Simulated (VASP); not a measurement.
# Be (P6_3/mmc) in VASP: a series of runs

Be is run at these levels: PBEsol; tasks: single point.

Everything below comes from runs of VASP 6.6.1. Logs are shortened: lines on timing, memory, paths and dates and some standing lists are left out, and cuts for length are marked.

### 1 The cell of the first run

Symmetry: P6_3/mmc, No. 194, hexagonal system. Conventional cell: a = 1.762 Å, b = 1.762 Å, c = 2.845 Å, α = 90.00°, β = 90.00°, γ = 120.00°. Within 2.3 Å of Be (site symmetry -6m2) lie 12 Be at 1.75 to 1.76 Å.

### 2 Single point, PBEsol

The input, INCAR:

```
PREC     = Accurate       # precision mode
ENCUT    = 520            # plane-wave cutoff, eV
EDIFF    = 1E-7           # SCF threshold, eV
ISMEAR   = -1             # smearing method
SIGMA    = 0.05           # smearing width, eV
LREAL    = F              # projectors in reciprocal space
LASPH    = T              # aspherical terms in the spheres
NELM     = 80             # most SCF steps
ALGO     = Normal         # electronic algorithm
ISIF     = 2              # what is computed and relaxed
LWAVE    = F              # write WAVECAR
LCHARG   = T              # write CHGCAR
GGA      = PS             # functional
LELF     = T              # ELF
LVHAR    = T            
NBANDS   = 9              # bands
```

The input, KPOINTS:

```
Automatic mesh
0
Gamma
  25 25 13
```

The input, POSCAR:

```
Be
1.0
    1.7615210597      0.0000000000      0.0000000000
   -0.8807605298      1.5255219870      0.0000000000
    0.0000000000      0.0000000000      2.8450613186
Be
2
Direct
    0.3333333333      0.6666666667      0.2500000000
    0.6666666667      0.3333333333      0.7500000000
```

Potentials or basis: VASP PAW PBE potentials, release 64 (Be).

Run with:

```bash
$ cat potpaw_PBE.64/Be/POTCAR > POTCAR
$ mpirun -np 1 vasp_std > vasp.out
```

OUTCAR:

```text
PREC = Accurate
   ENCUT = 520
   EDIFF = 1E-7
   ISMEAR = -1
   LREAL = F
   LASPH = T
   NELM = 80
   ISIF = 2
   GGA = PS

 ion  position               nearest neighbor table
   1  0.333  0.667  0.250-   2 1.75   2 1.75   2 1.75   2 1.75   2 1.75   2 1.75
   2  0.667  0.333  0.750-   1 1.75   1 1.75   1 1.75   1 1.75   1 1.75   1 1.75

  LATTYP: Found a hexagonal cell.
 ALAT       =     1.7615210597
 C/A-ratio  =     1.6151162672

  Lattice vectors:

 A1 = (   1.7615210597,   0.0000000000,   0.0000000000)
 A2 = (  -0.8807605298,   1.5255219870,   0.0000000000)
 A3 = (   0.0000000000,   0.0000000000,   2.8450613186)

Analysis of symmetry for initial positions (statically):
=====================================================================
 Subroutine PRICEL returns:
 Original cell was already a primitive cell.

 Routine SETGRP: Setting up the symmetry group for a
 hexagonal supercell.

 Subroutine GETGRP returns: Found 24 space group operations
 (whereof 12 operations were pure point group operations)
 out of a pool of 24 trial point group operations.

The static configuration has the point symmetry D_3d.
 The point group associated with its full space group is D_6h.

Analysis of symmetry for dynamics (positions and initial velocities):
=====================================================================
 Subroutine PRICEL returns:
 Original cell was already a primitive cell.

 Routine SETGRP: Setting up the symmetry group for a
 hexagonal supercell.

 Subroutine GETGRP returns: Found 24 space group operations
 (whereof 12 operations were pure point group operations)
 out of a pool of 24 trial point group operations.

The dynamic configuration has the point symmetry D_3d.
 The point group associated with its full space group is D_6h.

 Subroutine INISYM returns: Found 24 space group operations
 (whereof 12 operations are pure point group operations),
 and found     1 'primitive' translations

----------------------------------------------------------------------------------------

                                     Primitive cell

  volume of cell :       7.6454

  direct lattice vectors                    reciprocal lattice vectors
     1.761521060  0.000000000  0.000000000     0.567691198  0.327756666  0.000000000
    -0.880760530  1.525521987  0.000000000     0.000000000  0.655513332  0.000000000
     0.000000000  0.000000000  2.845061319     0.000000000  0.000000000  0.351486273

  length of vectors
     1.761521060  1.761521060  2.845061319     0.655513332  0.655513332  0.351486273

  position of ions in fractional coordinates (direct lattice)
     0.333333333  0.666666667  0.250000000
     0.666666667  0.333333333  0.750000000

  ion indices of the primitive-cell ions
   primitive index   ion index
                 1           1
                 2           2

----------------------------------------------------------------------------------------

 KPOINTS: Automatic mesh

Automatic generation of k-mesh.
 Grid dimensions read from file:
 generate k-points for:   25   25   13

 Generating k-lattice:

  Cartesian coordinates                     Fractional coordinates (reciprocal lattice)
     0.022707648  0.013110267  0.000000000     0.040000000  0.000000000  0.000000000
     0.000000000  0.026220533  0.000000000     0.000000000  0.040000000  0.000000000
     0.000000000  0.000000000  0.027037406     0.000000000  0.000000000  0.076923077

  Length of vectors
     0.026220533  0.026220533  0.027037406

  Shift w.r.t. Gamma in fractional coordinates (k-lattice)
     0.000000000  0.000000000  0.000000000

 Subroutine IBZKPT returns following result:
 ===========================================

 Found    455 irreducible k-points:

 Following reciprocal coordinates:
            Coordinates               Weight
  0.000000  0.000000  0.000000      1.000000
  0.040000  0.000000  0.000000      6.000000
  0.080000  0.000000  0.000000      6.000000
  0.120000  0.000000  0.000000      6.000000
  0.160000  0.000000  0.000000      6.000000
  0.200000  0.000000  0.000000      6.000000
[... 16 lines left out ...]
  0.400000  0.040000  0.000000     12.000000
  0.440000  0.040000  0.000000     12.000000
 [... further k-points ...]
   k-points           NKPTS =    455   k-points in BZ     NKDIM =    455   number of bands    NBANDS=      9
   number of dos      NEDOS =    301   number of ions     NIONS =      2
   total plane-waves  NPLWV =   4704
   dimension x,y,z NGX =    14 NGY =   14 NGZ =   24
   dimension x,y,z NGXF=    28 NGYF=   28 NGZF=   48
   ions per type =               2
   NGX,Y,Z   is equivalent  to a cutoff of  13.21, 13.21, 14.02 a.u.
   NGXF,Y,Z  is equivalent  to a cutoff of  26.43, 26.43, 28.05 a.u.
 SYSTEM =  unknown system
   PREC   = accura    normal or accurate (medium, high low for compatibility)
   ISTART =      0    job   : 0-new  1-cont  2-samecut
   ICHARG =      2    charge: 1-file 2-atom 10-const
   ISPIN  =      1    spin polarized calculation?
   LNONCOLLINEAR =      F non collinear calculations
   LSORBIT =      F    spin-orbit coupling
   LASPH  =      T    aspherical Exc in radial PAW
   ENCUT  =  520.0 eV  38.22 Ry    6.18 a.u.   3.28  3.28  5.29*2*pi/ulx,y,z
   NELM   =     80;   NELMIN=  2; NELMDL= -5     # of ELM steps
   EDIFF  = 0.1E-06   stopping-criterion for ELM
   LREAL  =      F    real-space projection
   EDIFFG = 0.1E-05   stopping-criterion for IOM
   NSW    =      0    number of steps for IOM
   IBRION =     -1    ionic relax: 0-MD 1-quasi-New 2-CG
   NFREE  =      0    steps in history (QN), initial steepest desc. (CG)
   ISIF   =      2    stress and relaxation
   ISYM   =      2    0-nonsym 1-usesym 2-fastsym
   POTIM  = 0.5000    time-step for ionic-motion
   TEBEG  =    0.0;   TEEND  =   0.0 temperature during run
   PSTRESS=    0.0 pullay stress
   NELECT =       4.0000    total number of electrons
   NUPDOWN=      -1.0000    fix difference up-down
   EMIN   =  10.00;   EMAX   =-10.00  energy-range for DOS
   EFERMI =   0.00;   METHOD = LEGACY
   ISMEAR =    -1;   SIGMA  =   0.05  broadening in eV -4-tet -1-fermi 0-gaus
   EFERMI_NEDOS =   21; number of points for ismear=-14 and -15
   IALGO  =     38    algorithm
   IMIX   =      4    mixing-type and parameters
     AMIX     =   0.40;   BMIX     =  1.00
     AMIX_MAG =   1.60;   BMIX_MAG =  1.00
  volume/ion in A,a.u.               =       3.82        25.80
  Fermi-wavevector in a.u.,A,eV,Ry     =   1.319154  2.492840 23.676415  1.740167
  Thomas-Fermi vector in A             =   2.449073
   LORBIT       =      0    0 simple, 1 ext, 2 COOP (PROOUT), +10 PAW based schemes
   GGA     = PS    functional components
   LHFCALC =     F    Hartree Fock is set to
   AEXX    =    0.0000 exact exchange contribution
   IVDW    =     0    specifies the selected vdW correction
   LEPSILON=     F    determine dielectric tensor
   LRPA    =     F    only Hartree local field effects (RPA)
 non-spin polarized calculation
  energy-cutoff  :      520.00
  volume of cell :        7.65
 maximum number of plane-waves:       218
 NGX is ok and might be reduce to    14
   NGX =  7   NGY =  7   NGZ = 11

 number of electron       4.0000000 magnetization

 Free energy of the ion-electron system (eV)
  ---------------------------------------------------
  ext. energy  EPLUGINS =         0.00000000
  ---------------------------------------------------
  free energy    TOTEN  =        -3.66490585 eV

  energy without entropy =       -3.66422272  energy(sigma->0) =       -3.66456428

 E-fermi :  14.6884     XC(G=0): -13.2726

 val. band max:       14.6652077807   @ k =   0.3600   0.2800   0.3846
 cond. band min:      14.6921307181   @ k =   0.3200   0.0800   0.0000
 fundamental gap:      0.0269229375
 Fermi energy:        14.6883782392

 k-point     1 :       0.0000    0.0000    0.0000
  band No.  band energies     occupation
      1      -0.4231      2.00000
      2       6.4192      2.00000
      3      19.2227      0.00000
      4      43.4003      0.00000
      5      43.4003      0.00000
      6      47.8162      0.00000
      7      47.8162      0.00000
      8      50.5064      0.00000
      9      57.7930      0.00000

 k-point     2 :       0.0400    0.0000    0.0000
  band No.  band energies     occupation
      1      -0.3737      2.00000
      2       6.5205      2.00000
      3      19.1784      0.00000
      4      42.6713      0.00000
      5      42.7177      0.00000
      6      47.9163      0.00000
      7      48.3058      0.00000
      8      50.4045      0.00000
      9      57.0520      0.00000

 k-point     3 :       0.0800    0.0000    0.0000
  band No.  band energies     occupation
      1      -0.2249      2.00000
      2       6.8242      2.00000
      3      19.0461      0.00000
      4      40.8082      0.00000
      5      41.2858      0.00000
      6      48.2052      0.00000
      7      49.0616      0.00000
      8      50.0350      0.00000
      9      54.9533      0.00000

 k-point     4 :       0.1200    0.0000    0.0000
  band No.  band energies     occupation
      1       0.0249      2.00000
      2       7.3300      2.00000
      3      18.8249      0.00000
      4      38.3887      0.00000
      5      39.6903      0.00000
      6      48.6071      0.00000
      7      49.1899      0.00000
      8      49.3492      0.00000
      9      52.1892      0.00000
[... 205 lines left out ...]
 k-point    22 :       0.3600    0.0400    0.0000
  band No.  band energies     occupation
      1       4.2690      2.00000
      2      13.8611      2.00000
      3      15.5193      0.00000
      4      27.2144      0.00000
      5      30.9889      0.00000
      6      31.2883      0.00000
      7      36.4546      0.00000
      8      45.0099      0.00000
      9      50.9467      0.00000

 k-point    23 :       0.4000    0.0400    0.0000
  band No.  band energies     occupation
      1       5.2208      2.00000
      2      12.5777      2.00000
      3      17.4333      0.00000
      4      27.2375      0.00000
      5      28.1465      0.00000
      6      30.3287      0.00000
      7      35.2998      0.00000
      8      44.6115      0.00000
      9      50.5167      0.00000

 k-point    24 :       0.4400    0.0400    0.0000
  band No.  band energies     occupation
      1       6.0581      2.00000
      2      11.5062      2.00000
      3      19.3653      0.00000
      4      25.6518      0.00000
      5      27.5591      0.00000
      6      29.4653      0.00000
      7      34.6118      0.00000
      8      44.3687      0.00000
      9      50.2565      0.00000

 [... further k-points ...]

------------------------ aborting loop because EDIFF is reached ----------------------------------------

  FORCE on cell =-STRESS in cart. coord.  units (eV):
  Direction    XX          YY          ZZ          XY          YZ          ZX
  --------------------------------------------------------------------------------------
  -------------------------------------------------------------------------------------
  Total       13.9823719     13.9823719     13.9845526      0.0000000     -0.0000000     -0.0000000
  in kB     2930.1745297   2930.1745297   2930.6315247      0.0000001     -0.0000000     -0.0000000
  external PRESSURE =    2930.3268614 kB  Pullay stress =       0.0000000 kB

 VOLUME and BASIS-vectors are now :
 -----------------------------------------------------------------------------
  energy-cutoff  :      520.00
  volume of cell :        7.65
      direct lattice vectors                 reciprocal lattice vectors
     1.761521060  0.000000000  0.000000000     0.567691198  0.327756666  0.000000000
    -0.880760530  1.525521987  0.000000000     0.000000000  0.655513332  0.000000000
     0.000000000  0.000000000  2.845061319     0.000000000  0.000000000  0.351486273

 POSITION                                       TOTAL-FORCE (eV/Angst)
 -----------------------------------------------------------------------------------
     -0.00000      1.01701      0.71127         0.000000     -0.000000      0.000000
      0.88076      0.50851      2.13380        -0.000000      0.000000      0.000000
 -----------------------------------------------------------------------------------
    total drift:                                0.000000     -0.000000      0.000000

  FREE ENERGIE OF THE ION-ELECTRON SYSTEM (eV)
  ---------------------------------------------------
  free  energy   TOTEN  =        -3.6649058454 eV

  energy  without entropy=       -3.6642227226  energy(sigma->0) =       -3.66456428
```

Run time: 18 s. Hardware: 1 thread of Intel Xeon Platinum 8559C (Emerald Rapids), shared host; peak memory 0.13 GiB.

What came out:

```
Free energy            : -3.6649 eV
Pressure               : 293.0 GPa
Band gap on the k mesh : zero (bands 2 and 3 overlap by 2.50 eV)
```

Caveat: the cell stands under pressure; the PAW data sets were made with another functional, which shifts forces and pressure a little.

### 3 Single point, PBEsol

The input, INCAR:

```
SYSTEM = Be
  PREC = Accurate
  ENCUT = 520
  EDIFF = 1E-7
  ISMEAR = -1
  SIGMA = 0.05
  LREAL = .False.
  LASPH = .True.
  NELM = 60
  ALGO = Normal
  ISIF = 2
  LWAVE = .False.
  LCHARG = .False.
  GGA = PS
  NBANDS = 9
```

The input, KPOINTS:

```
Automatic mesh
0
Gamma
  25 25 13
  0 0 0
```

The input, POSCAR:

```
Be
1.0
    1.7607213701      0.0000000000      0.0000000000
   -0.8803606850      1.5248294355      0.0000000000
    0.0000000000      0.0000000000      2.8436022207
Be
2
Direct
    0.3333333333      0.6666666667      0.2500000000
    0.6666666667      0.3333333333      0.7500000000
```

Potentials or basis: VASP PAW PBE potentials, release 64 (Be).

Run with:

```bash
$ cat potpaw_PBE.64/Be/POTCAR > POTCAR
$ mpirun -np 1 vasp_std > vasp.out
```

It took 19 s on 1 thread of Intel Xeon Platinum 8559C (Emerald Rapids), shared host; peak memory 0.13 GiB.

The run converged. Its results:

| Property | Result |
| --- | --- |
| Free energy | -3.6450 eV |
| Pressure | 294.3 GPa |
| Band gap on the k mesh | zero (bands 2 and 3 overlap by 2.50 eV) |

Stress tensor (GPa, compression positive):
```
294.25   0.00   0.00
  0.00 294.25   0.00
  0.00   0.00 294.43
```

Levels at points of the mesh, in eV from the Fermi level:
| k point | band 1 | band 2 | band 3 | band 4 | band 5 |
| --- | --- | --- | --- | --- | --- |
| (0.00, 0.00, 0.00) | -15.12 | -8.28 | 4.55 | 28.74 | 28.74 |

Caveat: the cell stands under pressure; the PAW data sets were made with another functional, which shifts forces and pressure a little.
